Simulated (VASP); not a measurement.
Write the native input for VASP 6.6.1 that does the following.

```
Task                   : single point
Functional             : PBE
Potentials or basis    : VASP PAW PBE potentials, release 64 (Cu)
Cutoff                 : 520 eV
k mesh                 : 4 × 4 × 4
Occupations            : gaussian, width 0.1 eV
Spin                   : no spin polarisation
Dipole correction      : no
Further INCAR settings : LREAL = Auto; ALGO = Normal; EDIFF = 1e-06; NBANDS = 162
```

The structure of Cu (a cell with a defect) lies in POSCAR:

```
Cu
1.0
    0.0000000000      5.4447042149     -5.4447042149
   -5.4447042149      0.0000000000     -5.4447042149
   -5.4447042149      5.4447042149      0.0000000000
Cu
26
Direct
    0.3365982129      0.6666666667      0.0000000000
    0.6666666667      0.3365982129      0.0000000000
   -0.0032648796      0.6666666667      0.0000000000
    0.3333302634      0.3333302634      0.0000092099
    0.6666666667     -0.0032648796      0.0000000000
   -0.0032648796      0.3365982129      0.0000000000
    0.3365982129     -0.0032648796      0.0000000000
    0.0000030700      0.0000030700     -0.0000092099
    0.6666666667      0.6666666667      0.3300684538
    0.3365982129      0.6666666667      0.3300684538
    0.6666666667      0.3365982129      0.3300684538
    0.0000030700      0.6666574567      0.3333364033
    0.3341010669      0.3341010669      0.3325655997
    0.6666574567      0.0000030700      0.3333364033
   -0.0007677336      0.3341010669      0.3325655997
    0.3341010669     -0.0007677336      0.3325655997
    0.0000030700      0.0000030700      0.3333364033
    0.6666666667      0.6666666667      0.6699315462
    0.3333302634      0.6666758766      0.6666635967
    0.6666758766      0.3333302634      0.6666635967
   -0.0032648796      0.6666666667      0.6699315462
    0.3333302634      0.3333302634      0.6666635967
    0.6666666667     -0.0032648796      0.6699315462
   -0.0007677336      0.3341010669      0.6674344003
    0.3341010669     -0.0007677336      0.6674344003
   -0.0007677336     -0.0007677336      0.6674344003
```

This cell differs from its parent crystal: atoms taken out, then relaxed in part.

These files were run (other wordings do the same):

INCAR

```
  ALGO = Normal
  EDIFF = 1E-6
  ENCUT = 520
  GGA = PE
  ISIF = 2
  ISMEAR = 0
  LASPH = True
  LCHARG = False
  LREAL = Auto
  LWAVE = False
  NBANDS = 162
  NELM = 60
  PREC = Accurate
  SIGMA = 0.1
```

KPOINTS

```
k-points
0
Gamma
  4 4 4
```

Potentials or basis: VASP PAW PBE potentials, release 64 (Cu).

Launch:

```sh
$ cat potpaw_PBE.64/Cu/POTCAR > POTCAR
$ mpirun -np 1 vasp_std > vasp.out
```

Results of the run:

| Item | Value |
| --- | --- |
| Pressure | -1.2 GPa |
| Largest force | 0.005 eV/Å |
| Band gap on the k mesh | zero (bands 143 and 144 overlap by 1.80 eV) |

Caveat: the cell differs from its parent crystal (atoms taken out, then relaxed in part).

Run time: 16 min on 1 thread of AMD EPYC 9R45 96-Core Processor (Zen 5), on a shared host, peak memory 0.61 GiB.
